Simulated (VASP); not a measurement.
The system is Hg2O.

```
Hg O
1.0
     2.37407   -3.50840    0.00000
     2.37407    3.50840    0.00000
     0.00000    0.00000    7.53875
Hg O
4 2
Direct
  0.00654 0.99346 0.30878
  0.99346 0.00654 0.80878
  0.39400 0.60599 0.06465
  0.60599 0.39400 0.56465
  0.21671 0.78329 0.56382
  0.78329 0.21671 0.06382
```

```yaml
Program: VASP 6.6.1
Task: relaxation of cell and atoms
Functional: PBE
Potentials_or_basis: VASP PAW PBE potentials, release 64 (Hg, O)
Cutoff: 600 eV
k_mesh: 3 × 3 × 2
Occupations: gaussian, width 0.15 eV
Spin: no spin polarisation
```

At the start: pressure -1.0 GPa; volume 20.93 Å³/atom.

Q: How do energy, volume and symmetry change on relaxing?

A: Over 30 steps the energy falls by 310.0 meV/atom and the volume is 24.25 Å³/atom (+15.8 %); space group Cmcm (No. 63, to 0.05 Å).

The path:
```csv
step,energy change (eV),largest force (eV/Å),pressure (GPa),volume (Å³)
1,0.0000,0.2901,-0.95,125.58
2,-0.0851,0.3028,-0.32,123.31
3,-0.4067,0.3207,2.54,116.36
4,0.1945,1.5624,20.62,101.87
5,-0.4956,0.3044,4.64,113.32
6,-0.5040,0.3258,8.03,109.71
7,-0.5162,0.3120,6.92,110.79
8,-0.5287,0.3255,7.12,110.64
9,-0.5598,0.3665,7.75,110.20
10,-0.5874,0.4687,9.27,109.27
11,-0.6359,0.4821,8.88,109.84
12,-0.7704,0.5398,7.65,111.57
13,-0.9952,0.6280,5.65,115.04
14,-1.3025,0.7243,2.71,122.01
15,-1.5084,0.7490,-0.74,136.08
16,-1.5675,0.6072,-0.48,136.04
17,-1.6681,0.1401,1.04,135.78
18,-1.6716,0.1471,1.65,135.68
19,-1.7301,0.1719,0.87,137.96
20,-1.8091,0.1703,-0.45,143.77
21,-1.8091,0.2215,-1.25,154.97
22,-1.8264,0.1696,-1.02,149.76
23,-1.8268,0.1528,-0.91,148.43
24,-1.8456,0.1275,-0.08,146.49
25,-1.8475,0.1750,0.34,145.63
26,-1.8575,0.0907,0.08,145.31
27,-1.8575,0.0902,0.08,145.30
28,-1.8588,0.0835,-0.09,145.54
29,-1.8588,0.0819,-0.09,145.54
30,-1.8600,0.0758,-0.07,145.49
```

Final structure:
```cif
data_structure
_symmetry_space_group_name_H-M 'P 1'
_symmetry_Int_Tables_number 1
_cell_length_a 4.6728
_cell_length_b 4.6728
_cell_length_c 6.7012
_cell_angle_alpha 90.000
_cell_angle_beta 90.000
_cell_angle_gamma 96.107
_cell_volume 145.49
loop_
_atom_site_label
_atom_site_type_symbol
_atom_site_fract_x
_atom_site_fract_y
_atom_site_fract_z
_atom_site_occupancy
Hg1 Hg 0.00192 0.99808 0.31208 1
Hg2 Hg 0.99808 0.00192 0.81208 1
Hg3 Hg 0.41176 0.58824 0.06221 1
Hg4 Hg 0.58824 0.41176 0.56221 1
O1 O 0.17014 0.82986 0.56297 1
O2 O 0.82986 0.17014 0.06297 1
```

Caveat: the k points lie up to 0.47 Å⁻¹ apart in the final cell; the volume moved by over 15 % at a fixed basis, so the end points are rough; the relaxation stopped at a loose force limit of 0.08 eV/Å, so its end isn't a converged minimum.
